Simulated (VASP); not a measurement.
Write the native input for VASP 6.6.1 that does the following.

| Quantity | Value |
| --- | --- |
| Task | single point |
| Functional | PBE |
| Potentials or basis | VASP PAW PBE potentials, release 64 (As, F) |
| Cutoff | 520 eV |
| k mesh | 4 × 4 × 4 |
| Occupations | gaussian, width 0.1 eV |
| Spin | no spin polarisation |
| Dipole correction | no |
| Further INCAR settings | ALGO = Normal; EDIFF = 1e-06; NBANDS = 26 |

The structure of As2F lies in POSCAR:

```
As2F
1.0
   -3.2306555485      3.2306555485      2.4535243083
    3.2306555485     -3.2306555485      2.4535243083
    3.2306555485      3.2306555485     -2.4535243083
As F
4 2
Direct
    0.6315466892      0.1315466892      0.7630933784
    0.1315466892      0.3684533108      0.5000000000
    0.3684533108      0.8684533108      0.2369066216
    0.8684533108      0.6315466892      0.5000000000
    0.2500000000      0.2500000000      0.0000000000
    0.7500000000      0.7500000000      0.0000000000
```

The input as run:

INCAR

```
PREC = Accurate ; ENCUT = 520
EDIFF = 1E-6 ; ISMEAR = 0
SIGMA = 0.1 ; LREAL = False
LASPH = True ; NELM = 100
ALGO = Normal ; ISIF = 2
LWAVE = False ; LCHARG = True
GGA = PE ; LELF = True
LVHAR = True ; NBANDS = 26
```

KPOINTS

```
regular mesh
0
Gamma
  4 4 4
```

Potentials or basis: VASP PAW PBE potentials, release 64 (As, F).

The run is started by

```console
$ cat potpaw_PBE.64/As/POTCAR potpaw_PBE.64/F/POTCAR > POTCAR
$ mpirun -np 1 vasp_std > vasp.out
```

It gave:

The pressure is 0.1 GPa. The largest force is 0.043 eV/Å and the band gap on the k mesh is zero (bands 17 and 18 overlap by 1.24 eV).

Caveat: the k points lie up to 0.40 Å⁻¹ apart, too coarse for converged energies and pressures of a metal.

It took 25 s on 1 thread of Intel(R) Xeon(R) 6975P-C (Granite Rapids), on a shared host, peak memory 0.24 GiB.
